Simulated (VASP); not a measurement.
# CoSn (P6/mmm) in VASP: a series of runs

Runs on CoSn. Level: PBE. Tasks: single point.

All numbers are computed with VASP 6.6.1; they aren't measurements. Logs are shortened: lines on timing, memory, paths and dates and some standing lists are left out, and cuts for length are marked.

**1. The cell of the first run**

The structure is hexagonal, space group P6/mmm (No. 191). Conventional cell: a = 5.224 Å, b = 5.224 Å, c = 4.174 Å, α = 90.00°, β = 90.00°, γ = 120.00°. Co (site symmetry mmm) has 6 Sn at 2.57 to 2.61 Å and 4 Co at 2.61 Å within 3.4 Å. Within 3.4 Å of Sn (site symmetry -6m2) lie 6 Co at 2.57 Å and 3 Sn at 3.02 Å. Within 3.4 Å of Sn (site symmetry 6/mmm) lie 6 Co at 2.61 Å.

**2. Single point, PBE (16.44 Å³/atom)**

Input file INCAR:

```
SYSTEM = CoSn
  ALGO = Fast
  EDIFF = 1E-7
  ENCUT = 520
  GGA = PE
  ISIF = 2
  ISMEAR = 0
  LASPH = .True.
  LCHARG = .False.
  LREAL = .False.
  LWAVE = .False.
  NBANDS = 44
  NELM = 60
  PREC = Accurate
  SIGMA = 0.05
```

Input file KPOINTS:

```
k-points
0
Gamma
  10 10 10
  0 0 0
```

Input file POSCAR:

```
CoSn
1.0
    5.2241265767      0.0000000000      0.0000000000
   -2.6120632883      4.5242263280      0.0000000000
    0.0000000000      0.0000000000      4.1740149153
Co Sn
3 3
Direct
    0.0000000000      0.5000000000      0.0000000000
    0.5000000000      0.5000000000      0.0000000000
    0.5000000000      0.0000000000      0.0000000000
    0.6666666667      0.3333333333      0.5000000000
    0.3333333333      0.6666666667      0.5000000000
    0.0000000000      0.0000000000      0.0000000000
```

Potentials or basis: VASP PAW PBE potentials, release 64 (Co, Sn_d).

On the command line:

```sh
$ cat potpaw_PBE.64/Co/POTCAR potpaw_PBE.64/Sn_d/POTCAR > POTCAR
$ mpirun -np 1 vasp_std > vasp.out
```

OUTCAR:

```text
SYSTEM = CoSn
   EDIFF = 1E-7
   ENCUT = 520
   GGA = PE
   ISIF = 2
   ISMEAR = 0
   LASPH = .True.
   LREAL = .False.
   NELM = 60
   PREC = Accurate

 ion  position               nearest neighbor table
   1  0.000  0.500  0.000-   4 2.57   5 2.57   4 2.57   5 2.57   6 2.61   6 2.61   2 2.61   2 2.61
                             3 2.61   3 2.61
   2  0.500  0.500  0.000-   4 2.57   5 2.57   4 2.57   5 2.57   3 2.61   3 2.61   1 2.61   1 2.61
                             6 2.61   6 2.61
   3  0.500  0.000  0.000-   4 2.57   5 2.57   4 2.57   5 2.57   2 2.61   2 2.61   6 2.61   6 2.61
                             1 2.61   1 2.61
   4  0.667  0.333  0.500-   3 2.57   3 2.57   1 2.57   1 2.57   2 2.57   2 2.57   5 3.02   5 3.02
                             5 3.02   6 3.67   6 3.67   6 3.67   6 3.67   6 3.67   6 3.67
   5  0.333  0.667  0.500-   3 2.57   3 2.57   1 2.57   1 2.57   2 2.57   2 2.57   4 3.02   4 3.02
                             4 3.02   6 3.67   6 3.67   6 3.67   6 3.67   6 3.67   6 3.67
   6  0.000  0.000  0.000-   1 2.61   1 2.61   3 2.61   3 2.61   2 2.61   2 2.61   5 3.67   4 3.67
                             5 3.67   4 3.67   4 3.67   4 3.67   5 3.67   5 3.67   4 3.67   5 3.67

  LATTYP: Found a hexagonal cell.
 ALAT       =     5.2241265767
 C/A-ratio  =     0.7989880900

  Lattice vectors:

 A1 = (   5.2241265767,   0.0000000000,   0.0000000000)
 A2 = (  -2.6120632883,   4.5242263280,   0.0000000000)
 A3 = (   0.0000000000,   0.0000000000,   4.1740149153)

Analysis of symmetry for initial positions (statically):
=====================================================================
 Subroutine PRICEL returns:
 Original cell was already a primitive cell.

 Routine SETGRP: Setting up the symmetry group for a
 hexagonal supercell.

 Subroutine GETGRP returns: Found 24 space group operations
 (whereof 24 operations were pure point group operations)
 out of a pool of 24 trial point group operations.

The static configuration has the point symmetry D_6h.

Analysis of symmetry for dynamics (positions and initial velocities):
=====================================================================
 Subroutine PRICEL returns:
 Original cell was already a primitive cell.

 Routine SETGRP: Setting up the symmetry group for a
 hexagonal supercell.

 Subroutine GETGRP returns: Found 24 space group operations
 (whereof 24 operations were pure point group operations)
 out of a pool of 24 trial point group operations.

The dynamic configuration has the point symmetry D_6h.

[... 111 lines left out ...]
   NFREE  =      0    steps in history (QN), initial steepest desc. (CG)
   ISIF   =      2    stress and relaxation
   ISYM   =      2    0-nonsym 1-usesym 2-fastsym
   POTIM  = 0.5000    time-step for ionic-motion
   TEBEG  =    0.0;   TEEND  =   0.0 temperature during run
   PSTRESS=    0.0 pullay stress
   NELECT =      69.0000    total number of electrons
   NUPDOWN=      -1.0000    fix difference up-down
   EMIN   =  10.00;   EMAX   =-10.00  energy-range for DOS
   EFERMI =   0.00;   METHOD = LEGACY
   ISMEAR =     0;   SIGMA  =   0.05  broadening in eV -4-tet -1-fermi 0-gaus
   EFERMI_NEDOS =   21; number of points for ismear=-14 and -15
   IALGO  =     68    algorithm
   IMIX   =      4    mixing-type and parameters
     AMIX     =   0.40;   BMIX     =  1.00
     AMIX_MAG =   1.60;   BMIX_MAG =  1.00
  volume/ion in A,a.u.               =      16.44       110.96
  Fermi-wavevector in a.u.,A,eV,Ry     =   1.453184  2.746119 28.732007  2.111743
  Thomas-Fermi vector in A             =   2.570480
   LORBIT       =      0    0 simple, 1 ext, 2 COOP (PROOUT), +10 PAW based schemes
   GGA     = PE    functional components
   LHFCALC =     F    Hartree Fock is set to
   AEXX    =    0.0000 exact exchange contribution
   IVDW    =     0    specifies the selected vdW correction
   LEPSILON=     F    determine dielectric tensor
   LRPA    =     F    only Hartree local field effects (RPA)
 non-spin polarized calculation
 RMM-DIIS sequential band-by-band and
 Gauss-broadening in eV      SIGMA  =   0.05
  energy-cutoff  :      520.00
  volume of cell :       98.65
 maximum number of plane-waves:      2680
 NGX is ok and might be reduce to    40
   NGX = 19   NGY = 19   NGZ = 15

 number of electron      68.9999997 magnetization

 Free energy of the ion-electron system (eV)
  ---------------------------------------------------
  ext. energy  EPLUGINS =         0.00000000
  ---------------------------------------------------
  free energy    TOTEN  =       -33.18239616 eV

  energy without entropy =      -33.18083641  energy(sigma->0) =      -33.18161628

 E-fermi :  10.3206     XC(G=0): -11.9207

 val. band max:       10.3157775847   @ k =   0.2000   0.2000   0.3000
 cond. band min:      10.3229396368   @ k =   0.0000   0.0000   0.4000
 fundamental gap:      0.0071620520
 Fermi energy:        10.3205638529

 k-point     1 :       0.0000    0.0000    0.0000
  band No.  band energies     occupation
      1     -11.1962      2.00000
      2     -11.0847      2.00000
      3     -11.0847      2.00000
      4     -11.0805      2.00000
      5     -11.0805      2.00000
      6     -10.9885      2.00000
[... 1117 lines left out ...]
     43      15.5136      0.00000
     44      16.8452      0.00000

 [... further k-points ...]

------------------------ aborting loop because EDIFF is reached ----------------------------------------

  FORCE on cell =-STRESS in cart. coord.  units (eV):
  Direction    XX          YY          ZZ          XY          YZ          ZX
  --------------------------------------------------------------------------------------
  -------------------------------------------------------------------------------------
  Total        3.5260261      3.5260261      3.4613194      0.0000000      0.0000000      0.0000000
  in kB       57.2643178     57.2643178     56.2134513      0.0000000      0.0000000      0.0000000
  external PRESSURE =      56.9140290 kB  Pullay stress =       0.0000000 kB

 VOLUME and BASIS-vectors are now :
 -----------------------------------------------------------------------------
  energy-cutoff  :      520.00
  volume of cell :       98.65
      direct lattice vectors                 reciprocal lattice vectors
     5.224126577  0.000000000  0.000000000     0.191419558  0.110516133  0.000000000
    -2.612063288  4.524226328  0.000000000     0.000000000  0.221032267  0.000000000
     0.000000000  0.000000000  4.174014915     0.000000000  0.000000000  0.239577486

 POSITION                                       TOTAL-FORCE (eV/Angst)
 -----------------------------------------------------------------------------------
     -1.30603      2.26211      0.00000        -0.000000     -0.000000      0.000000
      1.30603      2.26211      0.00000         0.000000     -0.000000      0.000000
      2.61206      0.00000      0.00000        -0.000000     -0.000000      0.000000
      2.61206      1.50808      2.08701        -0.000000     -0.000000      0.000000
     -0.00000      3.01615      2.08701         0.000000      0.000000     -0.000000
      0.00000      0.00000      0.00000        -0.000000     -0.000000      0.000000
 -----------------------------------------------------------------------------------
    total drift:                               -0.000000      0.000000     -0.000000

  FREE ENERGIE OF THE ION-ELECTRON SYSTEM (eV)
  ---------------------------------------------------
  free  energy   TOTEN  =       -33.1823961575 eV

  energy  without entropy=      -33.1808364082  energy(sigma->0) =      -33.18161628
```

OSZICAR:

```text
N       E                     dE             d eps       ncg     rms          rms(c)
DAV:   1     0.696053041968E+03    0.69605E+03   -0.31332E+04  7460   0.252E+03
DAV:   2     0.740104722760E+02   -0.62204E+03   -0.60335E+03  7392   0.608E+02
DAV:   3    -0.301624040820E+02   -0.10417E+03   -0.10116E+03  7548   0.225E+02
DAV:   4    -0.355603943592E+02   -0.53980E+01   -0.53569E+01  8396   0.575E+01
DAV:   5    -0.357238317001E+02   -0.16344E+00   -0.16337E+00 10012   0.912E+00    0.147E+01
RMM:   6    -0.367591127359E+02   -0.10353E+01   -0.24923E+01  7931   0.339E+01    0.139E+01
RMM:   7    -0.334802946873E+02    0.32788E+01   -0.76502E+00  8037   0.207E+01    0.489E+00
RMM:   8    -0.331754804803E+02    0.30481E+00   -0.85615E-01  8458   0.543E+00    0.709E-01
RMM:   9    -0.331813221500E+02   -0.58417E-02   -0.15960E-01 10261   0.225E+00    0.321E-01
RMM:  10    -0.331820343279E+02   -0.71218E-03   -0.32076E-02 11348   0.101E+00    0.181E-01
RMM:  11    -0.331821742142E+02   -0.13989E-03   -0.67166E-03 11128   0.563E-01    0.104E-01
RMM:  12    -0.331823535924E+02   -0.17938E-03   -0.22990E-03 12899   0.236E-01    0.406E-02
RMM:  13    -0.331823895991E+02   -0.36007E-04   -0.38567E-04 12957   0.897E-02    0.216E-02
RMM:  14    -0.331823928717E+02   -0.32726E-05   -0.79232E-05 11616   0.485E-02    0.886E-03
RMM:  15    -0.331823959241E+02   -0.30524E-05   -0.28660E-05 13192   0.240E-02    0.348E-03
RMM:  16    -0.331823961111E+02   -0.18698E-06   -0.53584E-06 10188   0.117E-02    0.229E-03
RMM:  17    -0.331823961264E+02   -0.15276E-07   -0.19809E-06  9825   0.668E-03    0.929E-04
RMM:  18    -0.331823961575E+02   -0.31097E-07   -0.62300E-07  6662   0.384E-03
   1 F= -.33182396E+02 E0= -.33181616E+02  d E =-.155975E-02
```

stdout:

```text
POSCAR found type information on POSCAR CoSn
 POSCAR found :  2 types and       6 ions
 scaLAPACK will be used
 LDA part: xc-table for (Slater+PW92), standard interpolation
 POSCAR, INCAR and KPOINTS ok, starting setup
 FFT: planning ... GRIDC
 FFT: planning ... GRID_SOFT
 FFT: planning ... GRID
 WAVECAR not read
 entering main loop
 num prob  num prob  num prob  num prob  num prob  num prob  num prob  num prob  num prob  num prob  num prob RMM:  18    -0.331823961575E+02   -0.31097E-07   -0.62300E-07  6662   0.384E-03
```

Run time: 3.4 min. Hardware: 1 thread of Intel Xeon 6975P-C (Granite Rapids), shared host; peak memory 0.42 GiB.

Results:

```yaml
Free_energy: -33.1824 eV
Pressure: 5.7 GPa
Band_gap_on_the_k_mesh: zero (an odd number of electrons rules out a gap without spin polarisation)
```

Stress tensor (GPa, compression positive):
```
5.73 0.00 0.00
0.00 5.73 0.00
0.00 0.00 5.62
```

Levels at points of the mesh, in eV from the Fermi level:
```csv
k point,band 31,band 32,band 33,band 34,band 35,band 36,band 37,band 38
"(0.00, 0.00, 0.00)",-0.44,-0.44,-0.41,-0.41,0.55,0.69,1.44,1.44
"(0.50, 0.00, 0.00)",-0.65,-0.42,-0.42,0.76,1.05,1.77,1.85,2.67
"(0.00, 0.00, 0.50)",-0.95,-0.52,-0.50,-0.50,-0.39,-0.39,-0.15,0.55
"(0.50, 0.00, 0.50)",-0.97,-0.70,-0.50,-0.44,-0.40,-0.11,0.45,1.32
```

Caveat: the cell stands under pressure; spin-orbit coupling is left out, which moves the levels of the heavy elements; the run has no spin polarisation, though such a crystal can be magnetic.

**3. Single point, PBE (16.78 Å³/atom)**

This run uses another cell than the first one, of 16.78 Å³/atom.

Input file INCAR:

```
SYSTEM = CoSn
PREC = Accurate
ENCUT = 520
EDIFF = 1E-7
ISMEAR = 0
SIGMA = 0.05
LREAL = .False.
LASPH = .True.
NELM = 60
ALGO = Fast
ISIF = 2
LWAVE = .False.
LCHARG = .False.
GGA = PE
NBANDS = 44
```

Input file KPOINTS:

```
regular mesh
0
Gamma
  10 10 10
  0 0 0
```

POSCAR, as its differences from that of step 2:

```diff
@@ -2,5 +2,5 @@
 1.0
-    5.2241265767      0.0000000000      0.0000000000
-   -2.6120632883      4.5242263280      0.0000000000
-    0.0000000000      0.0000000000      4.1740149153
+    5.2601561744      0.0000000000      0.0000000000
+   -2.6300780872      4.5554288749      0.0000000000
+    0.0000000000      0.0000000000      4.2028021347
 Co Sn
```

Potentials or basis: VASP PAW PBE potentials, release 64 (Co, Sn_d).

On the command line:

```sh
$ cat potpaw_PBE.64/Co/POTCAR potpaw_PBE.64/Sn_d/POTCAR > POTCAR
$ mpirun -np 1 vasp_std > vasp.out
```

OUTCAR:

```text
SYSTEM = CoSn
   PREC = Accurate
   ENCUT = 520
   EDIFF = 1E-7
   ISMEAR = 0
   LREAL = .False.
   LASPH = .True.
   NELM = 60
   ISIF = 2
   GGA = PE

 ion  position               nearest neighbor table
   1  0.000  0.500  0.000-   4 2.59   5 2.59   4 2.59   5 2.59   3 2.63   6 2.63   6 2.63   3 2.63
                             2 2.63   2 2.63
   2  0.500  0.500  0.000-   4 2.59   5 2.59   4 2.59   5 2.59   3 2.63   6 2.63   3 2.63   6 2.63
                             1 2.63   1 2.63
   3  0.500  0.000  0.000-   4 2.59   5 2.59   4 2.59   5 2.59   1 2.63   2 2.63   2 2.63   1 2.63
                             6 2.63   6 2.63
   4  0.667  0.333  0.500-   3 2.59   3 2.59   1 2.59   1 2.59   2 2.59   2 2.59   5 3.04   5 3.04
                             5 3.04   6 3.69   6 3.69   6 3.69   6 3.69   6 3.69   6 3.69
   5  0.333  0.667  0.500-   3 2.59   3 2.59   1 2.59   1 2.59   2 2.59   2 2.59   4 3.04   4 3.04
                             4 3.04   6 3.69   6 3.69   6 3.69   6 3.69   6 3.69   6 3.69
   6  0.000  0.000  0.000-   1 2.63   2 2.63   1 2.63   2 2.63   3 2.63   3 2.63   5 3.69   4 3.69
                             5 3.69   4 3.69   4 3.69   4 3.69   5 3.69   5 3.69   4 3.69   5 3.69

  LATTYP: Found a hexagonal cell.
 ALAT       =     5.2601561744
 C/A-ratio  =     0.7989880900

  Lattice vectors:
[... 196 lines left out ...]
 k-point     1 :       0.0000    0.0000    0.0000
  band No.  band energies     occupation
      1     -11.4805      2.00000
      2     -11.3666      2.00000
      3     -11.3666      2.00000
      4     -11.3586      2.00000
      5     -11.3586      2.00000
      6     -11.2591      2.00000
[... 1117 lines left out ...]
     43      15.1272      0.00000
     44      16.4395      0.00000

 [... further k-points ...]

------------------------ aborting loop because EDIFF is reached ----------------------------------------

  FORCE on cell =-STRESS in cart. coord.  units (eV):
  Direction    XX          YY          ZZ          XY          YZ          ZX
  --------------------------------------------------------------------------------------
  -------------------------------------------------------------------------------------
  Total        1.6921964      1.6921964      1.6244501      0.0000000      0.0000000      0.0000000
  in kB       26.9212043     26.9212043     25.8434274      0.0000000      0.0000000      0.0000000
  external PRESSURE =      26.5619453 kB  Pullay stress =       0.0000000 kB

 VOLUME and BASIS-vectors are now :
 -----------------------------------------------------------------------------
  energy-cutoff  :      520.00
  volume of cell :      100.71
      direct lattice vectors                 reciprocal lattice vectors
     5.260156174  0.000000000  0.000000000     0.190108424  0.109759150  0.000000000
    -2.630078087  4.555428875  0.000000000     0.000000000  0.219518299  0.000000000
     0.000000000  0.000000000  4.202802135     0.000000000  0.000000000  0.237936493

 POSITION                                       TOTAL-FORCE (eV/Angst)
 -----------------------------------------------------------------------------------
     -1.31504      2.27771      0.00000         0.000000     -0.000000      0.000000
      1.31504      2.27771      0.00000         0.000000     -0.000000      0.000000
      2.63008      0.00000      0.00000         0.000000     -0.000000      0.000000
      2.63008      1.51848      2.10140         0.000000     -0.000000      0.000000
     -0.00000      3.03695      2.10140        -0.000000      0.000000     -0.000000
      0.00000      0.00000      0.00000         0.000000     -0.000000      0.000000
 -----------------------------------------------------------------------------------
    total drift:                               -0.000000      0.000000     -0.000000

  FREE ENERGIE OF THE ION-ELECTRON SYSTEM (eV)
  ---------------------------------------------------
  free  energy   TOTEN  =       -33.2360011057 eV

  energy  without entropy=      -33.2343599783  energy(sigma->0) =      -33.23518054
```

stdout:

```text
POSCAR found type information on POSCAR CoSn
 POSCAR found :  2 types and       6 ions
 scaLAPACK will be used
 LDA part: xc-table for (Slater+PW92), standard interpolation
 POSCAR, INCAR and KPOINTS ok, starting setup
 FFT: planning ... GRIDC
 FFT: planning ... GRID_SOFT
 FFT: planning ... GRID
 WAVECAR not read
 entering main loop
WARNING in EDDRMM: call to ZHEGV failed, returncode =   8  4     42
 num prob  num prob  num prob  num prob  num prob  num prob  num prob  num prob  num prob  num prob  num prob  num prob  num prob  num prob  num prob  num prob  num prob  num prob  num prob  num prob  num prob  num prob  num prob  num prob  num prob  num prob RMM:  18    -0.332360011057E+02   -0.31633E-07   -0.53154E-07  5985   0.362E-03
```

It took 3.4 min on 1 thread of Intel Xeon 6975P-C (Granite Rapids), shared host; peak memory 0.42 GiB.

What came out:

| Quantity | Value |
| --- | --- |
| Free energy | -33.2360 eV |
| Pressure | 2.7 GPa |
| Band gap on the k mesh | zero (an odd number of electrons rules out a gap without spin polarisation) |

Stress tensor (GPa, compression positive):
```
2.69 0.00 0.00
0.00 2.69 0.00
0.00 0.00 2.58
```

Caveat: spin-orbit coupling is left out, which moves the levels of the heavy elements; the run has no spin polarisation, though such a crystal can be magnetic. Spin polarisation is off, so any magnetic state and its effect on volume and gap are missing.

(Continued in part 2 of 2.)

The gap in the log of VASP goes by the Fermi energy; the results here count the filled bands.